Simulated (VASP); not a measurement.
## P: single point with PBE

The system is P, a sheet with vacuum.

```
P
1.0
     3.31865    0.00000    0.00000
     0.00000    4.57612    0.00000
     0.00000    0.00000   27.91600
P
4
Cartesian
  1.6593 2.6857 9.5554
  0.0000 4.1785 9.5554
  1.6593 1.8904 7.4446
  0.0000 0.3976 7.4446
```

The cell was built from a structure type or drawn by symmetry, and may not be a known phase.

```yaml
Program: VASP 6.6.1
Task: single point
Functional: PBE
Potentials_or_basis: VASP PAW PBE potentials, release 64 (P)
Cutoff: 520 eV
k_mesh: 8 × 6 × 1
Occupations: gaussian, width 0.02 eV
Spin: no spin polarisation
Dipole_correction: yes
Further_INCAR_settings: ALGO = Normal; EDIFF = 1e-07; NBANDS = 18
```

```
Largest force                          : 0.091 eV/Å
Band gap on the k mesh                 : 0.92 eV
Ionisation potential of the upper face : 5.03 eV
```

Forces in eV/Å, atoms in the order of the input:
```
P    0.000  0.089 -0.018
P    0.000 -0.089 -0.018
P    0.000 -0.089  0.018
P    0.000  0.089  0.018
```

Levels at points of the mesh, in eV from the valence-band top:
```
           k point  band 7  band 8  band 9  band 10  band 11  band 12  band 13  band 14
(0.00, 0.00, 0.00)   -3.35   -1.73   -1.66     0.00     0.92     1.61     2.65     3.29
(0.50, 0.00, 0.00)   -2.69   -2.69   -1.94    -1.94     1.29     1.29     2.14     2.14
(0.00, 0.50, 0.00)   -2.53   -2.53   -1.20    -1.20     2.07     2.07     3.57     3.57
(0.50, 0.50, 0.00)   -4.62   -4.62   -1.15    -1.15     2.45     2.45     3.94     3.94
```

Run time: 2.9 min on 1 thread of AMD EPYC 9R45 96-Core Processor (Zen 5), with other jobs on the host, peak memory 0.48 GiB.
